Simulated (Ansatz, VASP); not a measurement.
Two plane-wave programs on C

```
C
1.0
     2.10327   -4.33371    0.00000
     2.10327    4.33371    0.00000
     0.00000    0.00000    2.48566
C
8
Direct
  0.64829 0.98159 0.00000
  0.35171 0.01841 0.00000
  0.01841 0.35171 0.00000
  0.98159 0.64829 0.00000
  0.39671 0.19523 0.42574
  0.59545 0.77392 0.50000
  0.77392 0.59545 0.50000
  0.22608 0.40455 0.50000
```

Alike in both runs: task single point; functional LDA; k mesh 6 × 6 × 10; occupations gaussian, width 0.05 eV; no spin polarisation.

|  | VASP | Ansatz |
| --- | --- | --- |
| version | VASP 6.6.1 | Ansatz 0.2.0 |
| potentials or method | VASP PAW LDA potentials, release 64 (C), cutoff 520 eV | scalar-relativistic, plane waves, PAW |
| valence electrons in the cell | 32 | 32 |

```csv
,VASP,Ansatz,Ansatz less VASP
gap on the k mesh at the Fermi level (eV),2.56,2.58,+0.016
least direct gap on the mesh (eV),3.34,3.35,+0.003
pressure (GPa),8.5,7.1,-1.41
"traceless stress, the component that is largest in VASP (GPa)",9.28,9.20,-0.078
rms of the force components (eV/Å),3.610,3.606,-0.0037
```

LDA's correlation is that of Perdew and Zunger in VASP and of Perdew and Wang (1992) in Ansatz. Atom by atom the forces differ by 0.010 eV/Å (rms over components).
